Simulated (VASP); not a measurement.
A run of VASP 6.6.1:

The input INCAR:

```
SYSTEM = Be
PREC = Accurate ; ENCUT = 520
EDIFF = 1E-7 ; ISMEAR = 0
SIGMA = 0.1 ; LREAL = .False.
LASPH = .True. ; NELM = 80
ALGO = Fast ; ISIF = 2
LWAVE = .False. ; LCHARG = .True.
GGA = PE ; LELF = .True.
LVHAR = .True. ; NBANDS = 7
```

File KPOINTS:

```
regular mesh
0
Gamma
  26 26 26
  0 0 0
```

POSCAR

```
Be
1.0
   -1.1165189223      1.1163686202      1.5788900709
    1.1165189223     -1.1163686202      1.5788900709
    1.1165189223      1.1163686202     -1.5788900709
Be
1
Direct
    0.5000000000      0.5000000000      0.0000000000
```

Potentials or basis: VASP PAW PBE potentials, release 64 (Be).

Command:

```bash
$ cat potpaw_PBE.64/Be/POTCAR > POTCAR
$ mpirun -np 1 vasp_std > vasp.out
```

Hardware: 1 thread of AMD EPYC 7R13 Processor (Zen 3), on a shared host.

Problem. How long does it take, and how much memory?

Solution. Run time: 110 s on 1 thread of AMD EPYC 7R13 Processor (Zen 3), on a shared host, peak memory 0.2 GiB. Counts: scf iterations 12, k points 2471.
